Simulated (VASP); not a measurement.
Here is a VASP 6.6.1 calculation.

Contents of INCAR:

```
SYSTEM = Pt
PREC = Accurate ; ENCUT = 600
EDIFF = 1E-7 ; ISMEAR = -1
SIGMA = 0.08 ; LREAL = .False.
LASPH = .True. ; NELM = 100
ALGO = Normal ; ISIF = 4
LWAVE = .False. ; LCHARG = .False.
GGA = PE ; IBRION = 2
NSW = 50 ; EDIFFG = -0.005
```

Contents of KPOINTS:

```
regular mesh
0
Gamma
  9 9 12
  0 0 0
```

POSCAR

```
Pt
1.0
    3.9270343905      0.0000000000      0.0000000000
   -1.9635171952      3.4009115437      0.0000000000
    0.0000000000      0.0000000000      2.3400259440
Pt
3
Direct
    0.0000000000      0.0000000000      0.0000000000
    0.3333333333      0.6666666667      0.5000000000
    0.6666666667      0.3333333333      0.5000000000
```

Potentials or basis: VASP PAW PBE potentials, release 64 (Pt).

The run is started by

```console
$ cat potpaw_PBE.64/Pt/POTCAR > POTCAR
$ mpirun -np 1 vasp_std > vasp.out
```

Predict the band gap on the k mesh.

zero (band 15 reaches 22.31 eV, above the bottom of band 16 at 19.43 eV).

Final structure:
```xyz
3
Lattice="3.9282 0.0000 0.0000 -1.9641 3.4019 0.0000 0.0000 0.0000 2.3387" Properties=species:S:1:pos:R:3 pbc="T T T"
Pt    0.0000    0.0000    0.0000
Pt    0.0000    2.2679    1.1693
Pt    1.9641    1.1340    1.1693
```

Caveat: spin-orbit coupling is left out, which moves the levels of the heavy elements.
